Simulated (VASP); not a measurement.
# SnO (P4/nmm) in VASP: notebook

The runs below take SnO through single point, with LDA.

Everything below comes from runs of VASP 6.6.1. Logs are shortened: lines on timing, memory, paths and dates and some standing lists are left out, and cuts for length are marked.

## Step 1: The cell of the first run

The structure is tetragonal, space group P4/nmm (No. 129). Conventional cell: a = 3.653 Å, b = 3.653 Å, c = 4.773 Å, α = 90.00°, β = 90.00°, γ = 90.00°. Sn (site symmetry 4mm) has 4 O at 2.17 Å within 2.9 Å. O (site symmetry -4m2) has 4 Sn at 2.17 Å and 4 O at 2.58 Å within 2.9 Å.

## Step 2: Single point, LDA

The input, INCAR:

```
PREC = Accurate
ENCUT = 1340
EDIFF = 1E-6
ISMEAR = 0
SIGMA = 0.15
LREAL = False
LASPH = True
NELM = 120
ALGO = Normal
ISIF = 2
LWAVE = False
LCHARG = False
NBANDS = 28
GGA_COMPAT = False
```

The input, KPOINTS:

```
Automatic mesh
0
Gamma
  10 10 8
```

The input, POSCAR:

```
SnO
1.0
    3.6528000000      0.0000000000      0.0000000000
    0.0000000000      3.6528000000      0.0000000000
    0.0000000000      0.0000000000      4.7726000000
Sn O
2 2
Direct
    0.0000000000      0.5000000000      0.2455950842
    0.5000000000      0.0000000000      0.7544049158
    0.0000000000      0.0000000000      0.0000000000
    0.5000000000      0.5000000000      0.0000000000
```

Potentials or basis: VASP PAW LDA potentials, release 64 (Sn_d, O_h).

Run with:

```sh
> cat potpaw_LDA.64/Sn_d/POTCAR potpaw_LDA.64/O_h/POTCAR > POTCAR
> mpirun -np 1 vasp_std > vasp.out
```

OUTCAR:

```text
PREC = Accurate
   ENCUT = 1340
   EDIFF = 1E-6
   ISMEAR = 0
   LREAL = False
   LASPH = True
   NELM = 120
   ISIF = 2

 ion  position               nearest neighbor table
   1  0.000  0.500  0.246-   3 2.17   4 2.17   3 2.17   4 2.17   2 3.49   2 3.49   2 3.49   2 3.49
                             2 3.55   2 3.55   2 3.55   2 3.55
   2  0.500  0.000  0.754-   3 2.17   4 2.17   4 2.17   3 2.17   1 3.49   1 3.49   1 3.49   1 3.49
                             1 3.55   1 3.55   1 3.55   1 3.55
   3  0.000  0.000  0.000-   1 2.17   2 2.17   1 2.17   2 2.17
   4  0.500  0.500  0.000-   1 2.17   2 2.17   2 2.17   1 2.17

  LATTYP: Found a simple tetragonal cell.
 ALAT       =     3.6528000000
 C/A-ratio  =     1.3065593517

  Lattice vectors:

 A1 = (   3.6528000000,   0.0000000000,   0.0000000000)
 A2 = (   0.0000000000,   3.6528000000,   0.0000000000)
 A3 = (   0.0000000000,   0.0000000000,   4.7726000000)

Analysis of symmetry for initial positions (statically):
=====================================================================
 Subroutine PRICEL returns:
 Original cell was already a primitive cell.

 Routine SETGRP: Setting up the symmetry group for a
 simple tetragonal supercell.

 Subroutine GETGRP returns: Found 16 space group operations
 (whereof  8 operations were pure point group operations)
 out of a pool of 16 trial point group operations.

The static configuration has the point symmetry D_2d.
 The point group associated with its full space group is D_4h.

Analysis of symmetry for dynamics (positions and initial velocities):
=====================================================================
 Subroutine PRICEL returns:
 Original cell was already a primitive cell.

 Routine SETGRP: Setting up the symmetry group for a
 simple tetragonal supercell.

 Subroutine GETGRP returns: Found 16 space group operations
 (whereof  8 operations were pure point group operations)
 out of a pool of 16 trial point group operations.

The dynamic configuration has the point symmetry D_2d.
 The point group associated with its full space group is D_4h.

 Subroutine INISYM returns: Found 16 space group operations
 (whereof  8 operations are pure point group operations),
 and found     1 'primitive' translations

----------------------------------------------------------------------------------------

                                     Primitive cell

  volume of cell :      63.6806

  direct lattice vectors                    reciprocal lattice vectors
[... 91 lines left out ...]
   EDIFF  = 0.1E-05   stopping-criterion for ELM
   LREAL  =      F    real-space projection
   EDIFFG = 0.1E-04   stopping-criterion for IOM
   NSW    =      0    number of steps for IOM
   IBRION =     -1    ionic relax: 0-MD 1-quasi-New 2-CG
   NFREE  =      0    steps in history (QN), initial steepest desc. (CG)
   ISIF   =      2    stress and relaxation
   ISYM   =      2    0-nonsym 1-usesym 2-fastsym
   POTIM  = 0.5000    time-step for ionic-motion
   TEBEG  =    0.0;   TEEND  =   0.0 temperature during run
   PSTRESS=    0.0 pullay stress
   NELECT =      40.0000    total number of electrons
   NUPDOWN=      -1.0000    fix difference up-down
   EMIN   =  10.00;   EMAX   =-10.00  energy-range for DOS
   EFERMI =   0.00;   METHOD = LEGACY
   ISMEAR =     0;   SIGMA  =   0.15  broadening in eV -4-tet -1-fermi 0-gaus
   EFERMI_NEDOS =   21; number of points for ismear=-14 and -15
   IALGO  =     38    algorithm
   IMIX   =      4    mixing-type and parameters
     AMIX     =   0.40;   BMIX     =  1.00
     AMIX_MAG =   1.60;   BMIX_MAG =  1.00
  volume/ion in A,a.u.               =      15.92       107.43
  Fermi-wavevector in a.u.,A,eV,Ry     =   1.402036  2.649464 26.745046  1.965705
  Thomas-Fermi vector in A             =   2.524838
   LORBIT       =      0    0 simple, 1 ext, 2 COOP (PROOUT), +10 PAW based schemes
   GGA     = CA    functional components
   LHFCALC =     F    Hartree Fock is set to
   AEXX    =    0.0000 exact exchange contribution
   IVDW    =     0    specifies the selected vdW correction
   LEPSILON=     F    determine dielectric tensor
   LRPA    =     F    only Hartree local field effects (RPA)
 non-spin polarized calculation
 Gauss-broadening in eV      SIGMA  =   0.15
  energy-cutoff  :     1340.00
  volume of cell :       63.68
 maximum number of plane-waves:      7164
 NGX is ok and might be reduce to    48
   NGX = 21   NGY = 21   NGZ = 29

 number of electron      40.0000000 magnetization

 Free energy of the ion-electron system (eV)
  ---------------------------------------------------
  ext. energy  EPLUGINS =         0.00000000
  ---------------------------------------------------
  free energy    TOTEN  =       -25.66369526 eV

  energy without entropy =      -25.65946711  energy(sigma->0) =      -25.66158119

 E-fermi :   8.6034     XC(G=0): -11.1697

 val. band max:        8.5829621394   @ k =   0.0000   0.0000   0.1250
 cond. band min:       8.6342100177   @ k =   0.5000   0.4000   0.0000
 fundamental gap:      0.0512478783
 Fermi energy:         8.6033616958

 k-point     1 :       0.0000    0.0000    0.0000
  band No.  band energies     occupation
      1     -13.8020      2.00000
      2     -13.2598      2.00000
      3     -13.2499      2.00000
      4     -13.2499      2.00000
      5     -13.1724      2.00000
      6     -13.1665      2.00000
[... 733 lines left out ...]
     27      15.6477      0.00000
     28      18.2918      0.00000

 [... further k-points ...]

------------------------ aborting loop because EDIFF is reached ----------------------------------------

  FORCE on cell =-STRESS in cart. coord.  units (eV):
  Direction    XX          YY          ZZ          XY          YZ          ZX
  --------------------------------------------------------------------------------------
  -------------------------------------------------------------------------------------
  Total        2.9818298      2.9818298      0.6778942      0.0000000      0.0000000      0.0000000
  in kB       75.0216494     75.0216494     17.0555470      0.0000000      0.0000000      0.0000000
  external PRESSURE =      55.6996152 kB  Pullay stress =       0.0000000 kB

 VOLUME and BASIS-vectors are now :
 -----------------------------------------------------------------------------
  energy-cutoff  :     1340.00
  volume of cell :       63.68
      direct lattice vectors                 reciprocal lattice vectors
     3.652800000  0.000000000  0.000000000     0.273762593  0.000000000  0.000000000
     0.000000000  3.652800000  0.000000000     0.000000000  0.273762593  0.000000000
     0.000000000  0.000000000  4.772600000     0.000000000  0.000000000  0.209529397

 POSITION                                       TOTAL-FORCE (eV/Angst)
 -----------------------------------------------------------------------------------
      0.00000      1.82640      1.17213        -0.000000      0.000000      0.445897
      1.82640      0.00000      3.60047         0.000000      0.000000     -0.445897
      0.00000      0.00000      0.00000         0.000000      0.000000      0.000000
      1.82640      1.82640      0.00000        -0.000000      0.000000      0.000000
 -----------------------------------------------------------------------------------
    total drift:                                0.000000      0.000000     -0.000000

  FREE ENERGIE OF THE ION-ELECTRON SYSTEM (eV)
  ---------------------------------------------------
  free  energy   TOTEN  =       -25.6636952633 eV

  energy  without entropy=      -25.6594671071  energy(sigma->0) =      -25.66158119
```

stdout:

```text
POSCAR found type information on POSCAR SnO
 POSCAR found :  2 types and       4 ions
 scaLAPACK will be used
 LDA part: xc-table for (Slater(with rela. corr.)+CA(PZ))
 , standard interpolation
 POSCAR, INCAR and KPOINTS ok, starting setup
 FFT: planning ... GRIDC
 FFT: planning ... GRID_SOFT
 FFT: planning ... GRID
 WAVECAR not read
 entering main loop
```

Wall time 9.3 min (1 thread of AMD EPYC 9R45 (Zen 5), shared host); peak memory 0.7 GiB.

What came out:

| Quantity | Value |
| --- | --- |
| Free energy | -25.6637 eV |
| Pressure | 5.6 GPa |
| Largest force | 0.446 eV/Å |
| Band gap on the k mesh | zero (bands 20 and 21 overlap by 0.65 eV) |

Forces on the atoms (eV/Å):
```
Sn   0.000  0.000  0.446
Sn   0.000  0.000 -0.446
O    0.000  0.000  0.000
O    0.000  0.000  0.000
```

Caveat: the stress differs along the axes, from 2 to 8 GPa; semilocal functionals underestimate gaps, and a narrow one can read as zero; spin-orbit coupling is left out, which moves the levels of the heavy elements.

## Step 3: Single point, LDA

This run uses another cell than the first one, of 17.01 Å³/atom.

The input, INCAR:

```
SYSTEM = SnO
PREC = Accurate
ENCUT = 1340
EDIFF = 1E-6
ISMEAR = 0
SIGMA = 0.15
LREAL = .False.
LASPH = .True.
NELM = 120
ALGO = Normal
ISIF = 2
LWAVE = .False.
LCHARG = .False.
GGA = CA
NBANDS = 28
GGA_COMPAT = .False.
```

The input, KPOINTS:

```
Automatic mesh
0
Gamma
  10 10 8
  0 0 0
```

The input, POSCAR:

```
SnO
1.0
    3.8222000000      0.0000000000      0.0000000000
    0.0000000000      3.8222000000      0.0000000000
    0.0000000000      0.0000000000      4.6562290729
Sn O
2 2
Direct
    0.0000000000      0.5000000000      0.2455950842
    0.5000000000      0.0000000000      0.7544049158
    0.0000000000      0.0000000000      0.0000000000
    0.5000000000      0.5000000000      0.0000000000
```

Potentials or basis: VASP PAW LDA potentials, release 64 (Sn_d, O_h).

Run with:

```sh
> cat potpaw_LDA.64/Sn_d/POTCAR potpaw_LDA.64/O_h/POTCAR > POTCAR
> mpirun -np 1 vasp_std > vasp.out
```

Wall time 6.7 min (1 thread of Intel Xeon Platinum 8488C (Sapphire Rapids), shared host); peak memory 0.75 GiB.

It converged, with:

```yaml
Free_energy: -25.7328 eV
Pressure: -2.8 GPa
Largest_force: 0.211 eV/Å
Band_gap_on_the_k_mesh: zero (bands 20 and 21 overlap by 0.03 eV)
```

Forces in eV/Å, atoms in the order of the input:
```
Sn   0.000  0.000 -0.211
Sn   0.000  0.000  0.211
O    0.000  0.000  0.000
O    0.000  0.000  0.000
```

Stress tensor (GPa, compression positive):
```
-3.43  0.00  0.00
 0.00 -3.43  0.00
 0.00  0.00 -1.59
```

Levels at points of the mesh, in eV from the Fermi level:
| k point | band 16 | band 17 | band 18 | band 19 | band 20 | band 21 | band 22 | band 23 | band 24 | band 25 |
| --- | --- | --- | --- | --- | --- | --- | --- | --- | --- | --- |
| (0.00, 0.00, 0.00) | -6.37 | -3.48 | -3.23 | -3.23 | -0.14 | 2.12 | 4.44 | 4.44 | 4.65 | 5.81 |
| (0.50, 0.00, 0.00) | -5.00 | -4.92 | -4.92 | -2.77 | -2.77 | 3.29 | 3.29 | 5.72 | 5.72 | 6.08 |
| (0.50, 0.50, 0.00) | -5.12 | -2.56 | -2.56 | -1.89 | -1.89 | -0.13 | -0.13 | 4.49 | 4.49 | 7.57 |
| (0.00, 0.00, 0.50) | -3.58 | -3.25 | -3.25 | -2.91 | -2.09 | 1.42 | 2.62 | 2.62 | 3.40 | 8.09 |
| (0.50, 0.00, 0.50) | -5.58 | -4.87 | -4.87 | -1.72 | -1.72 | 2.72 | 2.72 | 5.14 | 5.14 | 6.68 |
| (0.50, 0.50, 0.50) | -5.71 | -2.88 | -2.88 | -2.56 | -2.56 | 2.32 | 2.32 | 4.29 | 4.29 | 5.53 |

Caveat: semilocal functionals underestimate gaps, and a narrow one can read as zero; spin-orbit coupling is left out, which moves the levels of the heavy elements.

The gap in the log of VASP goes by the Fermi energy; the results here count the filled bands.